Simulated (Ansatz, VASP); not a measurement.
**One calculation of Si, two programs**

```xyz
17
Lattice="0.0000 5.4300 5.4300 5.4300 0.0000 5.4300 5.4300 5.4300 0.0000" Properties=species:S:1:pos:R:3 pbc="T T T"
Si    0.0888    0.0892   -0.0878
Si    1.3951    1.3967    1.3311
Si    2.7577    2.7604    0.0148
Si    4.1693    4.1692    1.2618
Si    2.6538    0.0698    2.7777
Si    4.1005    1.3971    4.0358
Si    5.4167    2.7607    2.6733
Si    6.6667    4.2672    4.1942
Si    0.0687    2.6558    2.7772
Si    1.3966    4.1022    4.0347
Si    2.7599    5.4174    2.6714
Si    4.2632    6.6700    4.1901
Si    2.6544    2.6559    5.3625
Si    3.7978    3.7999    7.0636
Si    5.1768    5.1829    5.6849
Si    6.6712    6.6704    6.5980
Si    7.7263    7.7290    8.5652
```

Alike in both runs: functional PBE; dispersion D3(BJ); k mesh 2 × 2 × 2; occupations fermi-dirac, width 0.02 eV; no spin polarisation.

Ansatz relaxed the structure, and its values are those at the end. VASP's run is a single point on that final structure, the one shown.

|  | VASP | Ansatz |
| --- | --- | --- |
| version | VASP 6.6.1 | Ansatz 0.2.0 |
| potentials or method | VASP PAW PBE potentials, release 64 (Si), cutoff 520 eV | scalar-relativistic, plane waves, PAW |
| valence electrons in the cell | 68 | 68 |

```csv
,VASP,Ansatz,Ansatz less VASP
rms of the force components (eV/Å),0.006,0.006,0.0000
```

The k mesh is coarse, so the values compare programs but aren't converged.
